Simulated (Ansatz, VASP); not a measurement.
# SiO2: VASP beside Ansatz

```
CELL_PARAMETERS angstrom
4.97559 0.00000 0.00000
0.00000 4.97559 0.00000
0.00000 0.00000 6.90089
ATOMIC_POSITIONS crystal
Si 0.80325 0.80325 0.50000
Si 0.69675 0.30325 0.25000
Si 0.30325 0.69675 0.75000
Si 0.19675 0.19675 0.00000
O 0.76176 0.11039 0.43204
O 0.88961 0.23824 0.06796
O 0.11039 0.76176 0.56796
O 0.26176 0.38961 0.81796
O 0.23824 0.88961 0.93204
O 0.73824 0.61039 0.31796
O 0.38961 0.26176 0.18204
O 0.61039 0.73824 0.68204
```

Alike in both runs: functional LDA; k mesh 6 × 6 × 4; occupations fermi-dirac, width 0.05 eV; no spin polarisation.

|  | VASP | Ansatz |
| --- | --- | --- |
| version | VASP 6.6.1 | Ansatz 0.2.0 |
| potentials or method | VASP PAW LDA potentials, release 64 (Si, O) | Ansatz PAW |
| plane-wave cutoff (eV) | 520 | 420 |
| valence electrons in the cell | 64 | 64 |
| task | single point | band structure |

|  | VASP | Ansatz | Ansatz less VASP |
| --- | --- | --- | --- |
| gap on the k mesh at the Fermi level (eV) | 5.49 | 5.49 | -0.002 |
| least direct gap on the mesh (eV) | 5.49 | 5.49 | -0.002 |
| pressure (GPa) | -1.0 | -1.6 | -0.57 |
| traceless stress, the component that is largest in VASP (GPa) | 0.05 | 0.09 | +0.034 |
| rms of the force components (eV/Å) | 0.031 | 0.044 | +0.0135 |

LDA's correlation is that of Perdew and Zunger in VASP and of Perdew and Wang (1992) in Ansatz. Atom by atom the forces differ by 0.015 eV/Å (rms over components).
